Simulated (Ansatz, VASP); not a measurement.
## Rb3Sn: VASP beside Ansatz

```
Rb Sn
1.0
     0.00000    4.66167    4.66167
     4.66167    0.00000    4.66167
     4.66167    4.66167    0.00000
Rb Sn
3 1
Direct
  0.25000 0.25000 0.25000
  0.75000 0.75000 0.75000
  0.50000 0.50000 0.50000
  0.00000 0.00000 0.00000
```

Alike in both runs: functional PBE; k mesh 8 × 8 × 8; occupations gaussian, width 0.1 eV; collinear spin.

Ansatz relaxed the structure, and its values are those at the end. VASP's run is a single point on that final structure, the one shown.

|  | VASP | Ansatz |
| --- | --- | --- |
| version | VASP 6.6.1 | Ansatz 0.2.0 |
| potentials or method | VASP PAW PBE potentials, release 64 (Rb_sv, Sn_d), cutoff 520 eV | scalar-relativistic, plane waves, PAW |
| valence electrons in the cell | 41 | 41 |

|  | VASP | Ansatz | Ansatz less VASP |
| --- | --- | --- | --- |
| gap on the k mesh at the Fermi level (eV) | none | none | - |
| pressure (GPa) | 0.0 | 0.0 | 0.00 |
| net moment per atom (μB) | 0.25 | 0.25 | 0.000 |
| size of the moment on the site where the two differ most (μB) | 0.30 | 0.56 | +0.260 |

Site moments also hang on the region over which each program counts them. A gap of «none» marks a metal or a gap that the smearing closes.
